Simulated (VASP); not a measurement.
A run of VASP 6.6.1 is set up as follows.

The input INCAR:

```
SYSTEM = WS2
  PREC = Accurate
  ENCUT = 520
  EDIFF = 1E-6
  ISMEAR = -1
  SIGMA = 0.05
  LREAL = .FALSE.
  LASPH = .TRUE.
  NELM = 60
  ALGO = Normal
  ISIF = 2
  LWAVE = .FALSE.
  LCHARG = .FALSE.
  GGA = CA
  NBANDS = 64
```

File KPOINTS:

```
regular mesh
0
G
  10 10 1
  0 0 0
```

File POSCAR:

```
WS2
1.0
    3.1260352189      0.0000000000      0.0000000000
   -1.5630176094      2.7072259127      0.0000000000
    0.0000000000      0.0000000000     33.3548591052
W S
4 8
Direct
    0.3333333333      0.6666666667      0.5909347694
    0.3333333333      0.6666666667      0.2266705293
    0.6666666667      0.3333333333      0.7733294707
    0.6666666667      0.3333333333      0.4090652306
    0.3333333333      0.6666666667      0.8200909834
    0.3333333333      0.6666666667      0.4559007351
    0.6666666667      0.3333333333      0.6377706598
    0.6666666667      0.3333333333      0.2735112366
    0.3333333333      0.6666666667      0.7264887634
    0.3333333333      0.6666666667      0.3622293402
    0.6666666667      0.3333333333      0.5440992649
    0.6666666667      0.3333333333      0.1799090166
```

Potentials or basis: VASP PAW LDA potentials, release 64 (W_sv, S).

Launch:

```bash
$ cat potpaw_LDA.64/W_sv/POTCAR potpaw_LDA.64/S/POTCAR > POTCAR
$ mpirun -np 1 vasp_std > vasp.out
```

**Question.** What does it give for the band gap on the k mesh?

**Answer.** 1.07 eV (least direct gap 2.25 eV).

**Question.** Predict the largest force.

**Answer.** 0.055 eV/Å.

Forces on the atoms (eV/Å):
```
W    0.000  0.000  0.003
W    0.000  0.000  0.000
W    0.000  0.000  0.000
W    0.000  0.000 -0.003
S    0.000  0.000  0.054
S    0.000  0.000  0.046
S    0.000  0.000  0.052
S    0.000  0.000  0.055
S    0.000  0.000 -0.055
S    0.000  0.000 -0.052
S    0.000  0.000 -0.046
S    0.000  0.000 -0.054
```

Caveat: spin-orbit coupling is left out, which moves the levels of the heavy elements.
